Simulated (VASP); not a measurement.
# Ge: single point with LDA

The system is Ge.

```
Ge
1.0
     4.00568    0.00000    0.00000
    -2.00284    3.46902    0.00000
     0.00000    0.00000    6.58494
Ge
4
Direct
  0.66667 0.33333 0.06255
  0.33333 0.66667 0.56255
  0.33333 0.66667 0.93745
  0.66667 0.33333 0.43745
```

```
Program             : VASP 6.6.1
Task                : single point
Functional          : LDA
Potentials or basis : VASP PAW LDA potentials, release 64 (Ge_d)
Cutoff              : 520 eV
k mesh              : 7 × 7 × 4
Occupations         : fermi-dirac, width 0.1 eV
Spin                : no spin polarisation
```

| Item | Value |
| --- | --- |
| Pressure | -1.8 GPa |
| Largest force | 0.004 eV/Å |
| Band gap on the k mesh | 0.09 eV, indirect (least direct gap 0.21 eV) |

Forces in eV/Å, atoms in the order of the input:
```
Ge   0.000  0.000  0.004
Ge   0.000  0.000  0.004
Ge   0.000  0.000 -0.004
Ge   0.000  0.000 -0.004
```

Levels at points of the mesh, in eV from the valence-band top:
| k point | band 25 | band 26 | band 27 | band 28 | band 29 | band 30 | band 31 | band 32 |
| --- | --- | --- | --- | --- | --- | --- | --- | --- |
| (0.00, 0.00, 0.00) | -1.36 | -0.11 | -0.05 | 0.00 | 0.24 | 0.24 | 2.36 | 2.36 |
| (0.00, 0.00, 0.50) | -0.74 | -0.74 | -0.74 | -0.74 | 0.67 | 0.67 | 3.46 | 3.46 |

Run time: 32 s on 1 thread of Intel(R) Xeon(R) 6975P-C (Granite Rapids), with other jobs on the host, peak memory 0.19 GiB.

A k mesh can miss the band edges.
